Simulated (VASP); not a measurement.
Input of a VASP 6.6.1 run:

File INCAR:

```
ALGO     = Normal         # electronic algorithm
DIPOL    = 0.5 0.5 0.339
EDIFF    = 1E-6           # SCF threshold, eV
ENCUT    = 520            # plane-wave cutoff, eV
GGA      = PE             # functional
IDIPOL   = 3            
ISIF     = 2              # what is computed and relaxed
ISMEAR   = 0              # smearing method
ISPIN    = 2              # spin polarisation
LASPH    = True           # aspherical terms in the spheres
LCHARG   = True           # write CHGCAR
LDIPOL   = True         
LELF     = True           # ELF
LORBIT   = 11             # projections on sites
LREAL    = False          # projectors in reciprocal space
LVACPOTAV= True         
LVHAR    = True         
LWAVE    = False          # write WAVECAR
MAGMOM   = 0 0 0 2        # initial moments
NBANDS   = 18             # bands
NELM     = 150            # most SCF steps
PREC     = Accurate       # precision mode
SIGMA    = 0.1            # smearing width, eV
```

KPOINTS

```
k-points
0
Gamma
  9 9 1
```

File POSCAR:

```
Al3C
1.0
    2.8571514048      0.0000000000      0.0000000000
   -1.4285757024      2.4743656990      0.0000000000
    0.0000000000      0.0000000000     21.6016424675
Al C
3 1
Direct
    0.6666666667      0.3333333333      0.1851711047
    0.3333333333      0.6666666667      0.2916873739
    0.0000000000      0.0000000000      0.3981939096
    0.7777777778     -0.7777777778      0.4796691957
```

Potentials or basis: VASP PAW PBE potentials, release 64 (Al, C).

Run with:

```sh
$ cat potpaw_PBE.64/Al/POTCAR potpaw_PBE.64/C/POTCAR > POTCAR
$ mpirun -np 1 vasp_std > vasp.out
```

(1) Estimate the largest force.

(2) What does it give for the net moment?

Answers

(1) 1.377 eV/Å.

(2) 0.00 μB per cell.
